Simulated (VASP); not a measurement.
The system is Ba.

```
Ba
1.0
    -2.50650    2.50650    2.50650
     2.50650   -2.50650    2.50650
     2.50650    2.50650   -2.50650
Ba
1
Direct
  0.00000 0.00000 0.00000
```

| Quantity | Value |
| --- | --- |
| Program | VASP 6.6.1 |
| Task | relaxation of cell and atoms |
| Functional | r2SCAN |
| Potentials or basis | VASP PAW PBE potentials, release 64 (Ba_sv) |
| Cutoff | 600 eV |
| k mesh | 12 × 12 × 12 |
| Occupations | gaussian, width 0.1 eV |
| Spin | no spin polarisation |

At the start: pressure 0.3 GPa; volume 62.99 Å³/atom.

Q: Where does the relaxation end?

A: Over 5 steps the energy falls by 2.6 meV/atom and the volume is 65.42 Å³/atom (+3.9 %); space group Im-3m (No. 229, to 0.05 Å).

The path:
```
step  energy change (eV)  largest force (eV/Å)  pressure (GPa)  volume (Å³)
   1              0.0000                0.0000            0.32        62.99
   2             -0.0018                0.0000            0.17        64.14
   3             -0.0024                0.0000            0.07        64.89
   4             -0.0023                0.0000           -0.12        66.39
   5             -0.0026                0.0000            0.01        65.42
```

Final structure:
```cif
data_structure
_symmetry_space_group_name_H-M 'P 1'
_symmetry_Int_Tables_number 1
_cell_length_a 4.3966
_cell_length_b 4.3966
_cell_length_c 4.3966
_cell_angle_alpha 109.471
_cell_angle_beta 109.471
_cell_angle_gamma 109.471
_cell_volume 65.42
loop_
_atom_site_label
_atom_site_type_symbol
_atom_site_fract_x
_atom_site_fract_y
_atom_site_fract_z
_atom_site_occupancy
Ba1 Ba 0.00000 0.00000 0.00000 1
```

Caveat: the PAW data sets were made with another functional, which shifts forces and pressure a little.
